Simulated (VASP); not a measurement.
# SrCl2 (Fm-3m) in VASP: a series of runs

Runs on SrCl2. Level: PBEsol. Tasks: single point.

Program: VASP 6.6.1. These are calculated values, not measurements. Logs are shortened: lines on timing, memory, paths and dates and some standing lists are left out, and cuts for length are marked.

## 1. The cell of the first run

Symmetry: Fm-3m, No. 225, cubic system. Conventional cell: a = 6.392 Å, b = 6.392 Å, c = 6.392 Å, α = 90.00°, β = 90.00°, γ = 90.00°. Sr (site symmetry m-3m) has 8 Cl at 2.77 Å within 3.6 Å. Cl (site symmetry -43m) has 4 Sr at 2.77 Å and 6 Cl at 3.20 Å within 3.6 Å.

## 2. Single point, PBEsol

Input file INCAR:

```
PREC = Accurate
ENCUT = 520
EDIFF = 1E-6
ISMEAR = 0
SIGMA = 0.01
LREAL = False
LASPH = True
NELM = 60
ALGO = Normal
ISIF = 2
LWAVE = False
LCHARG = False
GGA = PS
NBANDS = 19
```

Input file KPOINTS:

```
Automatic mesh
0
Gamma
  6 6 6
```

Input file POSCAR:

```
SrCl2
1.0
    0.0000000000      3.1959705187      3.1959705187
    3.1959705187      0.0000000000      3.1959705187
    3.1959705187      3.1959705187      0.0000000000
Sr Cl
1 2
Direct
    0.0000000000      0.0000000000      0.0000000000
    0.2500000000      0.2500000000      0.2500000000
    0.7500000000      0.7500000000      0.7500000000
```

Potentials or basis: VASP PAW PBE potentials, release 64 (Sr_sv, Cl).

On the command line:

```bash
cat potpaw_PBE.64/Sr_sv/POTCAR potpaw_PBE.64/Cl/POTCAR > POTCAR
mpirun -np 1 vasp_std > vasp.out
```

OUTCAR:

```text
PREC = Accurate
   ENCUT = 520
   EDIFF = 1E-6
   ISMEAR = 0
   LREAL = False
   LASPH = True
   NELM = 60
   ISIF = 2
   GGA = PS

 ion  position               nearest neighbor table
   1  0.000  0.000  0.000-   3 2.77   3 2.77   3 2.77   2 2.77   3 2.77   2 2.77   2 2.77   2 2.77

   2  0.250  0.250  0.250-   1 2.77   1 2.77   1 2.77   1 2.77
   3  0.750  0.750  0.750-   1 2.77   1 2.77   1 2.77   1 2.77

  LATTYP: Found a face centered cubic cell.
 ALAT       =     6.3919410374

  Lattice vectors:

 A1 = (   0.0000000000,   3.1959705187,   3.1959705187)
 A2 = (   3.1959705187,   0.0000000000,   3.1959705187)
 A3 = (   3.1959705187,   3.1959705187,   0.0000000000)

Analysis of symmetry for initial positions (statically):
=====================================================================
 Subroutine PRICEL returns:
 Original cell was already a primitive cell.

 Routine SETGRP: Setting up the symmetry group for a
 face centered cubic supercell.

 Subroutine GETGRP returns: Found 48 space group operations
 (whereof 48 operations were pure point group operations)
 out of a pool of 48 trial point group operations.

The static configuration has the point symmetry O_h .

Analysis of symmetry for dynamics (positions and initial velocities):
=====================================================================
 Subroutine PRICEL returns:
 Original cell was already a primitive cell.

 Routine SETGRP: Setting up the symmetry group for a
 face centered cubic supercell.

 Subroutine GETGRP returns: Found 48 space group operations
 (whereof 48 operations were pure point group operations)
 out of a pool of 48 trial point group operations.

The dynamic configuration has the point symmetry O_h .

 Subroutine INISYM returns: Found 48 space group operations
 (whereof 48 operations are pure point group operations),
 and found     1 'primitive' translations

----------------------------------------------------------------------------------------

                                     Primitive cell

  volume of cell :      65.2887

  direct lattice vectors                    reciprocal lattice vectors
     0.000000000  3.195970519  3.195970519    -0.156447000  0.156447000  0.156447000
     3.195970519  0.000000000  3.195970519     0.156447000 -0.156447000  0.156447000
     3.195970519  3.195970519  0.000000000     0.156447000  0.156447000 -0.156447000

  length of vectors
     4.519784852  4.519784852  4.519784852     0.270974153  0.270974153  0.270974153

  position of ions in fractional coordinates (direct lattice)
     0.000000000  0.000000000  0.000000000
     0.250000000  0.250000000  0.250000000
     0.750000000  0.750000000  0.750000000

  ion indices of the primitive-cell ions
   primitive index   ion index
                 1           1
                 2           2
                 3           3

----------------------------------------------------------------------------------------

 KPOINTS: Automatic mesh

Automatic generation of k-mesh.
 Grid dimensions read from file:
 generate k-points for:    6    6    6

 Generating k-lattice:

  Cartesian coordinates                     Fractional coordinates (reciprocal lattice)
    -0.026074500  0.026074500  0.026074500     0.166666667  0.000000000  0.000000000
     0.026074500 -0.026074500  0.026074500     0.000000000  0.166666667  0.000000000
     0.026074500  0.026074500 -0.026074500     0.000000000  0.000000000  0.166666667

  Length of vectors
     0.045162359  0.045162359  0.045162359

  Shift w.r.t. Gamma in fractional coordinates (k-lattice)
     0.000000000  0.000000000  0.000000000

 Subroutine IBZKPT returns following result:
 ===========================================

 Found     16 irreducible k-points:

 Following reciprocal coordinates:
            Coordinates               Weight
  0.000000  0.000000  0.000000      1.000000
  0.166667  0.000000  0.000000      8.000000
  0.333333  0.000000  0.000000      8.000000
  0.500000  0.000000  0.000000      4.000000
  0.166667  0.166667  0.000000      6.000000
  0.333333  0.166667  0.000000     24.000000
[... 8 lines left out ...]
 -0.333333  0.333333  0.166667     24.000000
 -0.333333  0.500000  0.166667     12.000000
   k-points           NKPTS =     16   k-points in BZ     NKDIM =     16   number of bands    NBANDS=     19
   number of dos      NEDOS =    301   number of ions     NIONS =      3
   total plane-waves  NPLWV =  46656
   dimension x,y,z NGX =    36 NGY =   36 NGZ =   36
   dimension x,y,z NGXF=    72 NGYF=   72 NGZF=   72
   ions per type =               1   2
   NGX,Y,Z   is equivalent  to a cutoff of  13.24, 13.24, 13.24 a.u.
   NGXF,Y,Z  is equivalent  to a cutoff of  26.48, 26.48, 26.48 a.u.
 SYSTEM =  unknown system
   PREC   = accura    normal or accurate (medium, high low for compatibility)
   ISTART =      0    job   : 0-new  1-cont  2-samecut
   ICHARG =      2    charge: 1-file 2-atom 10-const
   ISPIN  =      1    spin polarized calculation?
   LNONCOLLINEAR =      F non collinear calculations
   LSORBIT =      F    spin-orbit coupling
   LASPH  =      T    aspherical Exc in radial PAW
   ENCUT  =  520.0 eV  38.22 Ry    6.18 a.u.   8.40  8.40  8.40*2*pi/ulx,y,z
   NELM   =     60;   NELMIN=  2; NELMDL= -5     # of ELM steps
   EDIFF  = 0.1E-05   stopping-criterion for ELM
   LREAL  =      F    real-space projection
   EDIFFG = 0.1E-04   stopping-criterion for IOM
   NSW    =      0    number of steps for IOM
   IBRION =     -1    ionic relax: 0-MD 1-quasi-New 2-CG
   NFREE  =      0    steps in history (QN), initial steepest desc. (CG)
   ISIF   =      2    stress and relaxation
   ISYM   =      2    0-nonsym 1-usesym 2-fastsym
   POTIM  = 0.5000    time-step for ionic-motion
   TEBEG  =    0.0;   TEEND  =   0.0 temperature during run
   PSTRESS=    0.0 pullay stress
   NELECT =      24.0000    total number of electrons
   NUPDOWN=      -1.0000    fix difference up-down
   EMIN   =  10.00;   EMAX   =-10.00  energy-range for DOS
   EFERMI =   0.00;   METHOD = LEGACY
   ISMEAR =     0;   SIGMA  =   0.01  broadening in eV -4-tet -1-fermi 0-gaus
   EFERMI_NEDOS =   21; number of points for ismear=-14 and -15
   IALGO  =     38    algorithm
   IMIX   =      4    mixing-type and parameters
     AMIX     =   0.40;   BMIX     =  1.00
     AMIX_MAG =   1.60;   BMIX_MAG =  1.00
  volume/ion in A,a.u.               =      21.76       146.86
  Fermi-wavevector in a.u.,A,eV,Ry     =   1.172733  2.216144 18.712129  1.375303
  Thomas-Fermi vector in A             =   2.309157
   LORBIT       =      0    0 simple, 1 ext, 2 COOP (PROOUT), +10 PAW based schemes
   GGA     = PS    functional components
   LHFCALC =     F    Hartree Fock is set to
   AEXX    =    0.0000 exact exchange contribution
   IVDW    =     0    specifies the selected vdW correction
   LEPSILON=     F    determine dielectric tensor
   LRPA    =     F    only Hartree local field effects (RPA)
 non-spin polarized calculation
 Gauss-broadening in eV      SIGMA  =   0.01
  energy-cutoff  :      520.00
  volume of cell :       65.29
 maximum number of plane-waves:      1807
 NGX is ok and might be reduce to    36
   NGX = 17   NGY = 17   NGZ = 17

 number of electron      23.9999997 magnetization

 Free energy of the ion-electron system (eV)
  ---------------------------------------------------
  ext. energy  EPLUGINS =         0.00000000
  ---------------------------------------------------
  free energy    TOTEN  =       -12.66107120 eV

  energy without entropy =      -12.66107120  energy(sigma->0) =      -12.66107120

 E-fermi :   2.1648     XC(G=0):  -9.7106

 val. band max:        2.1220162086   @ k =   0.5000   0.5000   0.0000
 cond. band min:       7.1482115893   @ k =   0.5000   0.5000   0.0000
 fundamental gap:      5.0261953807
 Fermi energy:         2.1647786855

 k-point     1 :       0.0000    0.0000    0.0000
  band No.  band energies     occupation
      1     -30.0150      2.00000
      2     -12.1874      2.00000
      3     -12.1874      2.00000
      4     -12.1874      2.00000
      5     -12.1758      2.00000
      6     -10.6254      2.00000
[... 11 lines left out ...]
     18      11.3858      0.00000
     19      12.9946      0.00000

 k-point     2 :       0.1667    0.0000    0.0000
  band No.  band energies     occupation
      1     -30.0107      2.00000
      2     -12.8246      2.00000
      3     -12.2005      2.00000
      4     -12.2005      2.00000
      5     -11.4664      2.00000
      6     -10.7110      2.00000
[... 11 lines left out ...]
     18      11.3375      0.00000
     19      13.2218      0.00000

 k-point     3 :       0.3333    0.0000    0.0000
  band No.  band energies     occupation
      1     -30.0021      2.00000
      2     -13.2153      2.00000
      3     -12.2264      2.00000
      4     -12.2264      2.00000
      5     -11.3825      2.00000
      6     -10.3819      2.00000
[... 11 lines left out ...]
     18      11.4905      0.00000
     19      12.5164      0.00000

 k-point     4 :       0.5000    0.0000    0.0000
  band No.  band energies     occupation
      1     -29.9978      2.00000
      2     -13.3405      2.00000
      3     -12.2392      2.00000
      4     -12.2392      2.00000
      5     -11.5076      2.00000
      6     -10.0954      2.00000
[... 231 lines left out ...]
     18      12.1735      0.00000
     19      13.0414      0.00000

 k-point    15 :      -0.3333    0.3333    0.1667
  band No.  band energies     occupation
      1     -29.9935      2.00000
      2     -13.1592      2.00000
      3     -12.9463      2.00000
      4     -12.2894      2.00000
      5     -10.6417      2.00000
      6     -10.3579      2.00000
[... 11 lines left out ...]
     18      12.6688      0.00000
     19      12.8087      0.00000

 k-point    16 :      -0.3333    0.5000    0.1667
  band No.  band energies     occupation
      1     -29.9921      2.00000
      2     -13.3262      2.00000
      3     -12.7815      2.00000
      4     -12.3160      2.00000
      5     -10.7600      2.00000
      6     -10.1989      2.00000
[... 11 lines left out ...]
     18      12.9358      0.00000
     19      13.1934      0.00000

------------------------ aborting loop because EDIFF is reached ----------------------------------------

  FORCE on cell =-STRESS in cart. coord.  units (eV):
  Direction    XX          YY          ZZ          XY          YZ          ZX
  --------------------------------------------------------------------------------------
  -------------------------------------------------------------------------------------
  Total        6.2848084      6.2848084      6.2848084      0.0000000      0.0000000      0.0000000
  in kB      154.2283941    154.2283941    154.2283941      0.0000000      0.0000000      0.0000000
  external PRESSURE =     154.2283941 kB  Pullay stress =       0.0000000 kB

 VOLUME and BASIS-vectors are now :
 -----------------------------------------------------------------------------
  energy-cutoff  :      520.00
  volume of cell :       65.29
      direct lattice vectors                 reciprocal lattice vectors
     0.000000000  3.195970519  3.195970519    -0.156447000  0.156447000  0.156447000
     3.195970519  0.000000000  3.195970519     0.156447000 -0.156447000  0.156447000
     3.195970519  3.195970519  0.000000000     0.156447000  0.156447000 -0.156447000

 POSITION                                       TOTAL-FORCE (eV/Angst)
 -----------------------------------------------------------------------------------
      0.00000      0.00000      0.00000        -0.000000      0.000000      0.000000
      1.59799      1.59799      1.59799        -0.000000     -0.000000      0.000000
      4.79396      4.79396      4.79396         0.000000      0.000000     -0.000000
 -----------------------------------------------------------------------------------
    total drift:                                0.000000      0.000000      0.000000

  FREE ENERGIE OF THE ION-ELECTRON SYSTEM (eV)
  ---------------------------------------------------
  free  energy   TOTEN  =       -12.6610712048 eV

  energy  without entropy=      -12.6610712048  energy(sigma->0) =      -12.66107120
```

Wall time 21 s (1 thread of Intel Xeon 6975P-C, shared host); peak memory 0.2 GiB.

What came out:

```yaml
Free_energy: -12.6611 eV
Pressure: 15.4 GPa
Band_gap_on_the_k_mesh: 5.03 eV, direct
```

Caveat: the PAW data sets were made with another functional, which shifts forces and pressure a little.

## 3. Single point, PBEsol

This run uses another cell than the first one, of 23.04 Å³/atom, 1.059 times its volume.

Edit INCAR of step 2 so:

```diff
@@ -2,3 +2,3 @@
 ENCUT = 520
-EDIFF = 1E-6
+EDIFF = 1E-7
 ISMEAR = 0
```

KPOINTS is that of step 2.

Input file POSCAR:

```
SrCl2
1.0
    0.0000000000      3.2572456724      3.2572456724
    3.2572456724      0.0000000000      3.2572456724
    3.2572456724      3.2572456724      0.0000000000
Sr Cl
1 2
Direct
    0.0000000000      0.0000000000      0.0000000000
    0.2500000000      0.2500000000      0.2500000000
    0.7500000000      0.7500000000      0.7500000000
```

Potentials or basis: VASP PAW PBE potentials, release 64 (Sr_sv, Cl).

On the command line:

```bash
cat potpaw_PBE.64/Sr_sv/POTCAR potpaw_PBE.64/Cl/POTCAR > POTCAR
mpirun -np 1 vasp_std > vasp.out
```

Run time: 23 s. Hardware: 1 thread of Intel Xeon 6975P-C, shared host; peak memory 0.2 GiB.

Results (log left out):

- Free energy: -12.9672 eV
- Pressure: 10.3 GPa
- Band gap on the k mesh: 5.13 eV, direct

Levels at points of the mesh, in eV from the valence-band top:
```
           k point  band 9  band 10  band 11  band 12  band 13  band 14  band 15  band 16
(0.00, 0.00, 0.00)   -3.01    -0.43    -0.43    -0.43     5.71     5.71     5.91     9.18
(0.50, 0.00, 0.00)   -1.94    -1.76    -1.36    -1.36     6.63     6.63     7.86     8.06
(0.50, 0.50, 0.00)   -2.41    -0.61    -0.61     0.00     5.13     7.44     7.90     8.46
```

Caveat: the PAW data sets were made with another functional, which shifts forces and pressure a little. A k mesh can miss the band edges.

## 4. Single point, PBEsol

This run uses another cell than the first one, of 24.00 Å³/atom, 1.103 times its volume.

Input file INCAR:

```
PREC     = Accurate       # precision mode
ENCUT    = 520            # plane-wave cutoff, eV
EDIFF    = 1E-7           # SCF threshold, eV
ISMEAR   = 0              # smearing method
SIGMA    = 0.01           # smearing width, eV
LREAL    = False          # projectors in reciprocal space
LASPH    = True           # aspherical terms in the spheres
NELM     = 60             # most SCF steps
ALGO     = Normal         # electronic algorithm
ISIF     = 2              # what is computed and relaxed
LWAVE    = False          # write WAVECAR
LCHARG   = False          # write CHGCAR
GGA      = PS             # functional
NBANDS   = 19             # bands
```

Input file KPOINTS:

```
regular mesh
0
Gamma
  6 6 6
```

Input file POSCAR:

```
SrCl2
1.0
    0.0000000000      3.3017658278      3.3017658278
    3.3017658278      0.0000000000      3.3017658278
    3.3017658278      3.3017658278      0.0000000000
Sr Cl
1 2
Direct
    0.0000000000      0.0000000000      0.0000000000
    0.2500000000      0.2500000000      0.2500000000
    0.7500000000      0.7500000000      0.7500000000
```

On the command line:

```bash
cat potpaw_PBE.64/Sr_sv/POTCAR potpaw_PBE.64/Cl/POTCAR > POTCAR
mpirun -np 1 vasp_std > vasp.out
```

Wall time 21 s (1 thread of Intel Xeon 6975P-C, shared host); peak memory 0.21 GiB.

The run converged. Its results:

```
Free energy            : -13.1250 eV
Pressure               : 7.3 GPa
Band gap on the k mesh : 5.19 eV, direct
```

Levels at points of the mesh, in eV from the valence-band top:
```csv
k point,band 9,band 10,band 11,band 12,band 13,band 14,band 15,band 16
"(0.00, 0.00, 0.00)",-2.83,-0.41,-0.41,-0.41,5.75,5.79,5.79,9.12
"(0.50, 0.00, 0.00)",-1.86,-1.67,-1.30,-1.30,6.65,6.65,7.84,7.94
"(0.50, 0.50, 0.00)",-2.31,-0.57,-0.57,0.00,5.19,7.34,7.84,8.37
```

Caveat: the PAW data sets were made with another functional, which shifts forces and pressure a little. A k mesh can miss the band edges.

(Part 1 of 2 ends here.)
